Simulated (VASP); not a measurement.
Crystal: MgO.

```
Mg O
1.0
     3.46298    0.00000    0.00000
    -1.73149    2.99903    0.00000
     0.00000    0.00000    4.15000
Mg O
2 2
Direct
  0.66667 0.33333 0.75000
  0.33333 0.66667 0.25000
  0.66667 0.33333 0.25000
  0.33333 0.66667 0.75000
```

Base run:

- Program: VASP 6.6.1
- Functional: r2SCAN
- Potentials or basis: VASP PAW PBE potentials, release 64 (Mg_sv, O)
- Cutoff: 660 eV
- k mesh: 6 × 6 × 6
- Occupations: gaussian, width 0.01 eV
- Spin: no spin polarisation

Its results: band gap on the k mesh 4.22 eV, direct; pressure 2.8 GPa.

Q: The run is repeated on the same cell with these changes: potentials or basis from VASP PAW PBE potentials, release 64 (Mg_sv, O) to VASP PAW PBE potentials, release 64 (Mg, O); cutoff from 660 eV to 520 eV; further incar settings from ALGO = Normal; EDIFF = 1e-06; NBANDS = 24 to ALGO = Normal; EDIFF = 1e-07; NBANDS = 16; valence electrons from 32 to 16. What comes out?

A: Band gap on the k mesh 4.19 eV, direct; pressure 2.2 GPa.

Caveats: the PAW data sets were made with another functional, which shifts forces and pressure a little.

